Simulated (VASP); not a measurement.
# CuO in VASP: single point with RPBE+D3(BJ)

Aim: the single point of CuO with RPBE+D3(BJ).

All numbers are computed with VASP 6.6.1; they aren't measurements. Logs are shortened: lines on timing, memory, paths and dates and some standing lists are left out, and cuts for length are marked.

### 1 The cell of the first run

The typed cell holds 4 atoms: a = 2.857 Å, b = 2.857 Å, c = 5.027 Å, α = 76.36°, β = 76.36°, γ = 63.79°.

### 2 Single point, RPBE+D3(BJ)

The input, INCAR:

```
ALGO = Normal
EDIFF = 1E-6
ENCUT = 520
GGA = RP
ISIF = 2
ISMEAR = -1
IVDW = 12
LASPH = True
LCHARG = False
LREAL = False
LWAVE = False
NBANDS = 25
NELM = 80
PREC = Accurate
SIGMA = 0.05
```

The input, KPOINTS:

```
k-points
0
Gamma
  10 10 5
```

The input, POSCAR:

```
CuO
1.0
    0.0496352410     -2.0897545467     -1.9480206789
   -2.0858099468      0.0443731394     -1.9515454089
    2.1600526846      2.1547020500     -3.9954368569
Cu O
2 2
Direct
    0.4999885690      0.5000034175      0.5000014135
    1.0000023974      1.0000004186     -0.0000005932
    0.6577242025      0.8421771725      0.7500090525
    0.3422848311      0.1578190013      0.2499901173
```

Potentials or basis: VASP PAW PBE potentials, release 64 (Cu, O).

Launch:

```console
$ cat potpaw_PBE.64/Cu/POTCAR potpaw_PBE.64/O/POTCAR > POTCAR
$ mpirun -np 1 vasp_std > vasp.out
```

OUTCAR:

```text
EDIFF = 1E-6
   ENCUT = 520
   GGA = RP
   ISIF = 2
   ISMEAR = -1
   IVDW = 12
   LASPH = True
   LREAL = False
   NELM = 80
   PREC = Accurate
 IVDW          = 12

 ion  position               nearest neighbor table
   1  0.500  0.500  0.500-   4 1.93   3 1.93   4 1.99   3 1.99   3 2.32   4 2.32
   2  0.000  0.000  1.000-   4 1.93   3 1.93   3 1.99   4 1.99   3 2.32   4 2.32
   3  0.658  0.842  0.750-   1 1.93   2 1.93   1 1.99   2 1.99   2 2.32   1 2.32
   4  0.342  0.158  0.250-   1 1.93   2 1.93   1 1.99   2 1.99   2 2.32   1 2.32

  LATTYP: Found a triclinic cell.
 ALAT       =     2.8573278230
 B/A-ratio  =     1.0565977445
 C/A-ratio  =     1.7593832776
 COS(alpha) =     0.0000119900
 COS(beta)  =     0.2358374658
 COS(gamma) =     0.5284855489

  Lattice vectors:

 A1 = (  -0.0496352410,   2.0897545467,   1.9480206789)
 A2 = (  -2.1354451878,   2.1341276861,  -0.0035247300)
 A3 = (  -2.1600526846,  -2.1547020500,   3.9954368569)

Analysis of symmetry for initial positions (statically):
=====================================================================
 Subroutine PRICEL returns:
 Original cell was already a primitive cell.

 Routine SETGRP: Setting up the symmetry group for a
 triclinic supercell.

 Subroutine GETGRP returns: Found  1 space group operations
 (whereof  1 operations were pure point group operations)
 out of a pool of  2 trial point group operations.

The static configuration has the point symmetry C_1 .

Analysis of symmetry for dynamics (positions and initial velocities):
=====================================================================
 Subroutine PRICEL returns:
 Original cell was already a primitive cell.

 Routine SETGRP: Setting up the symmetry group for a
 triclinic supercell.

 Subroutine GETGRP returns: Found  1 space group operations
 (whereof  1 operations were pure point group operations)
 out of a pool of  2 trial point group operations.

The dynamic configuration has the point symmetry C_1 .

 Subroutine INISYM returns: Found  1 space group operations
 (whereof  1 operations are pure point group operations),
 and found     1 'primitive' translations

----------------------------------------------------------------------------------------

                                     Primitive cell

  volume of cell :      35.3663

  direct lattice vectors                    reciprocal lattice vectors
     0.049635241 -2.089754547 -1.948020679     0.113885540 -0.354834037 -0.129788777
    -2.085809947  0.044373139 -1.951545409    -0.354769672  0.113371039 -0.130659148
     2.160052685  2.154702050 -3.995436857     0.117758772  0.117628016 -0.123185909

  length of vectors
     2.857327823  2.856764182  5.027134791     0.394616569  0.394697765  0.207070632

  position of ions in fractional coordinates (direct lattice)
     0.499988569  0.500003417  0.500001414
     0.000002397  0.000000419  0.999999407
     0.657724202  0.842177173  0.750009052
     0.342284831  0.157819001  0.249990117

  ion indices of the primitive-cell ions
   primitive index   ion index
                 1           1
                 2           2
                 3           3
                 4           4

----------------------------------------------------------------------------------------

 KPOINTS: k-points

Automatic generation of k-mesh.
 Grid dimensions read from file:
 generate k-points for:   10   10    5

 Generating k-lattice:

  Cartesian coordinates                     Fractional coordinates (reciprocal lattice)
     0.011388554 -0.035483404 -0.012978878     0.100000000  0.000000000  0.000000000
    -0.035476967  0.011337104 -0.013065915     0.000000000  0.100000000  0.000000000
     0.023551754  0.023525603 -0.024637182     0.000000000  0.000000000  0.200000000

  Length of vectors
     0.039461657  0.039469776  0.041414126

  Shift w.r.t. Gamma in fractional coordinates (k-lattice)
     0.000000000  0.000000000  0.000000000

 Subroutine IBZKPT returns following result:
 ===========================================

 Found    252 irreducible k-points:

 Following reciprocal coordinates:
            Coordinates               Weight
  0.000000  0.000000  0.000000      1.000000
  0.100000  0.000000 -0.000000      2.000000
  0.200000  0.000000 -0.000000      2.000000
  0.300000 -0.000000 -0.000000      2.000000
  0.400000  0.000000  0.000000      2.000000
  0.500000  0.000000  0.000000      1.000000
[... 16 lines left out ...]
 -0.400000  0.200000  0.000000      2.000000
 -0.300000  0.200000 -0.000000      2.000000
 [... further k-points ...]
   k-points           NKPTS =    252   k-points in BZ     NKDIM =    252   number of bands    NBANDS=     25
   number of dos      NEDOS =    301   number of ions     NIONS =      4
   total plane-waves  NPLWV =  23040
   dimension x,y,z NGX =    24 NGY =   24 NGZ =   40
   dimension x,y,z NGXF=    48 NGYF=   48 NGZF=   80
   ions per type =               2   2
   NGX,Y,Z   is equivalent  to a cutoff of  13.96, 13.97, 13.23 a.u.
   NGXF,Y,Z  is equivalent  to a cutoff of  27.93, 27.93, 26.46 a.u.
 SYSTEM =  unknown system
   PREC   = accura    normal or accurate (medium, high low for compatibility)
   ISTART =      0    job   : 0-new  1-cont  2-samecut
   ICHARG =      2    charge: 1-file 2-atom 10-const
   ISPIN  =      1    spin polarized calculation?
   LNONCOLLINEAR =      F non collinear calculations
   LSORBIT =      F    spin-orbit coupling
   LASPH  =      T    aspherical Exc in radial PAW
   ENCUT  =  520.0 eV  38.22 Ry    6.18 a.u.   5.31  5.31  9.35*2*pi/ulx,y,z
   NELM   =     80;   NELMIN=  2; NELMDL= -5     # of ELM steps
   EDIFF  = 0.1E-05   stopping-criterion for ELM
   LREAL  =      F    real-space projection
   EDIFFG = 0.1E-04   stopping-criterion for IOM
   NSW    =      0    number of steps for IOM
   IBRION =     -1    ionic relax: 0-MD 1-quasi-New 2-CG
   NFREE  =      0    steps in history (QN), initial steepest desc. (CG)
   ISIF   =      2    stress and relaxation
   ISYM   =      2    0-nonsym 1-usesym 2-fastsym
   POTIM  = 0.5000    time-step for ionic-motion
   TEBEG  =    0.0;   TEEND  =   0.0 temperature during run
   PSTRESS=    0.0 pullay stress
   NELECT =      34.0000    total number of electrons
   NUPDOWN=      -1.0000    fix difference up-down
   EMIN   =  10.00;   EMAX   =-10.00  energy-range for DOS
   EFERMI =   0.00;   METHOD = LEGACY
   ISMEAR =    -1;   SIGMA  =   0.05  broadening in eV -4-tet -1-fermi 0-gaus
   EFERMI_NEDOS =   21; number of points for ismear=-14 and -15
   IALGO  =     38    algorithm
   IMIX   =      4    mixing-type and parameters
     AMIX     =   0.40;   BMIX     =  1.00
     AMIX_MAG =   1.60;   BMIX_MAG =  1.00
  volume/ion in A,a.u.               =       8.84        59.67
  Fermi-wavevector in a.u.,A,eV,Ry     =   1.615739  3.053305 35.519556  2.610614
  Thomas-Fermi vector in A             =   2.710438
   LORBIT       =      0    0 simple, 1 ext, 2 COOP (PROOUT), +10 PAW based schemes
   GGA     = RP    functional components
   LHFCALC =     F    Hartree Fock is set to
   AEXX    =    0.0000 exact exchange contribution
   IVDW    =    12    specifies the selected vdW correction
   LEPSILON=     F    determine dielectric tensor
   LRPA    =     F    only Hartree local field effects (RPA)
 non-spin polarized calculation
  energy-cutoff  :      520.00
  volume of cell :       35.37
 maximum number of plane-waves:       969
 NGX is ok and might be reduce to    24
   NGX = 11   NGY = 11   NGZ = 19

 number of electron      33.9999985 magnetization

 Free energy of the ion-electron system (eV)
  ---------------------------------------------------
  ext. energy  EPLUGINS =         0.00000000
  ---------------------------------------------------
  free energy    TOTEN  =       -17.08735112 eV

  energy without entropy =      -17.07108888  energy(sigma->0) =      -17.07922000

 E-fermi :   7.5440     XC(G=0): -12.6179

 val. band max:        7.5411035530   @ k =  -0.0000   0.1000  -0.0000
 cond. band min:       7.5626860592   @ k =  -0.4000  -0.3000   0.2000
 fundamental gap:      0.0215825062
 Fermi energy:         7.5439626594

 k-point     1 :       0.0000    0.0000    0.0000
  band No.  band energies     occupation
      1     -13.1326      2.00000
      2     -11.6205      2.00000
      3      -1.0796      2.00000
      4       1.7293      2.00000
      5       1.9019      2.00000
      6       4.4150      2.00000
[... 17 lines left out ...]
     24      25.4945      0.00000
     25      25.9481      0.00000

 k-point     2 :       0.1000    0.0000   -0.0000
  band No.  band energies     occupation
      1     -13.0328      2.00000
      2     -11.5951      2.00000
      3      -0.9226      2.00000
      4       1.7109      2.00000
      5       1.8739      2.00000
      6       3.4083      2.00000
[... 17 lines left out ...]
     24      24.0375      0.00000
     25      25.5235      0.00000

 k-point     3 :       0.2000    0.0000   -0.0000
  band No.  band energies     occupation
      1     -12.7589      2.00000
      2     -11.5270      2.00000
      3      -0.5047      2.00000
      4       1.5684      2.00000
      5       1.7690      2.00000
      6       2.1693      2.00000
[... 17 lines left out ...]
     24      23.6737      0.00000
     25      24.2877      0.00000

 k-point     4 :       0.3000   -0.0000   -0.0000
  band No.  band energies     occupation
      1     -12.3887      2.00000
      2     -11.4423      2.00000
      3       0.0052      2.00000
      4       0.8075      2.00000
      5       1.3443      2.00000
      6       1.9752      2.00000
[... 17 lines left out ...]
     24      21.9382      0.00000
     25      24.5081      0.00000

 k-point     5 :       0.4000    0.0000    0.0000
  band No.  band energies     occupation
      1     -12.0506      2.00000
      2     -11.3813      2.00000
      3       0.0211      2.00000
      4       0.3376      2.00000
      5       1.1766      2.00000
      6       2.0052      2.00000
[... 17 lines left out ...]
     24      20.7761      0.00000
     25      24.2861      0.00000

 k-point     6 :       0.5000    0.0000    0.0000
  band No.  band energies     occupation
      1     -11.9061      2.00000
      2     -11.3652      2.00000
      3      -0.2564      2.00000
      4       0.3820      2.00000
      5       1.1784      2.00000
      6       2.0256      2.00000
[... 17 lines left out ...]
     24      20.4054      0.00000
     25      24.1260      0.00000
[... 393 lines left out ...]
 k-point    21 :       0.4000    0.2000   -0.0000
  band No.  band energies     occupation
      1     -12.0672      2.00000
      2     -11.4216      2.00000
      3       0.3037      2.00000
      4       0.4087      2.00000
      5       1.6892      2.00000
      6       1.9024      2.00000
[... 17 lines left out ...]
     24      20.8757      0.00000
     25      22.7944      0.00000

 k-point    22 :       0.5000    0.2000   -0.0000
  band No.  band energies     occupation
      1     -11.8193      2.00000
      2     -11.3608      2.00000
      3      -0.0198      2.00000
      4       0.5452      2.00000
      5       1.4400      2.00000
      6       1.7938      2.00000
[... 17 lines left out ...]
     24      19.4873      0.00000
     25      22.7816      0.00000

 k-point    23 :      -0.4000    0.2000    0.0000
  band No.  band energies     occupation
      1     -11.7672      2.00000
      2     -11.3331      2.00000
      3       0.0277      2.00000
      4       0.6668      2.00000
      5       1.1524      2.00000
      6       1.7146      2.00000
[... 17 lines left out ...]
     24      19.8067      0.00000
     25      22.7039      0.00000

 k-point    24 :      -0.3000    0.2000   -0.0000
  band No.  band energies     occupation
      1     -11.9429      2.00000
      2     -11.3418      2.00000
      3       0.3494      2.00000
      4       0.6710      2.00000
      5       1.1766      2.00000
      6       1.5948      2.00000
[... 17 lines left out ...]
     24      20.1935      0.00000
     25      22.1299      0.00000

 [... further k-points ...]

------------------------ aborting loop because EDIFF is reached ----------------------------------------

 Edisp (eV)   -5.54388

 E8    (eV) :    -3.2689

  FORCE on cell =-STRESS in cart. coord.  units (eV):
  Direction    XX          YY          ZZ          XY          YZ          ZX
  --------------------------------------------------------------------------------------
  -------------------------------------------------------------------------------------
  Total       0.13065     0.12709     0.19415     0.05016     0.00071     0.00293
  in kB       5.91886     5.75737     8.79544     2.27258     0.03203     0.13263
  external pressure =        6.82 kB  Pullay stress =        0.00 kB

 VOLUME and BASIS-vectors are now :
 -----------------------------------------------------------------------------
  energy-cutoff  :      520.00
  volume of cell :       35.37
      direct lattice vectors                 reciprocal lattice vectors
     0.049635241 -2.089754547 -1.948020679     0.113885540 -0.354834037 -0.129788777
    -2.085809947  0.044373139 -1.951545409    -0.354769672  0.113371039 -0.130659148
     2.160052685  2.154702050 -3.995436857     0.117758772  0.117628016 -0.123185909

 POSITION                                       TOTAL-FORCE (eV/Angst)
 -----------------------------------------------------------------------------------
      0.06193      0.05469     -3.94749         0.000096     -0.000111     -0.000094
      2.16005      2.15470     -3.99544         0.000050     -0.000038     -0.000045
     -0.10392      0.27893     -5.92142         0.049530     -0.049715      0.000253
      0.22780     -0.16963     -1.97359        -0.049676      0.049864     -0.000113
 -----------------------------------------------------------------------------------
    total drift:                               -0.000013     -0.000051      0.000074

  FREE ENERGIE OF THE ION-ELECTRON SYSTEM (eV)
  ---------------------------------------------------
  free  energy   TOTEN  =       -22.6312346068 eV

  energy  without entropy=      -22.6149723593  energy(sigma->0) =      -22.62310348
```

Wall time 2 min (1 thread of Intel Xeon Platinum 8559C (Emerald Rapids), shared host); peak memory 0.31 GiB.

Results:

| Property | Result |
| --- | --- |
| Free energy | -22.6312 eV |
| Pressure | 0.7 GPa |
| Largest force | 0.070 eV/Å |
| Band gap on the k mesh | zero (bands 17 and 18 overlap by 0.50 eV) |
| Dispersion energy per atom | -1.386 eV |

Forces on the atoms (eV/Å):
```
Cu   0.000  0.000  0.000
Cu   0.000  0.000  0.000
O    0.050 -0.050  0.000
O   -0.050  0.050  0.000
```

Caveat: the dispersion term is far too large for a dense solid, which distorts pressure and volume; semilocal functionals underestimate gaps, and a narrow one can read as zero; the PAW data sets were made with another functional, which shifts forces and pressure a little; semilocal functionals often make such compounds metallic where correlation or magnetic order opens a gap, which also shifts bond lengths.

The gap in the log of VASP goes by the Fermi energy; the results here count the filled bands.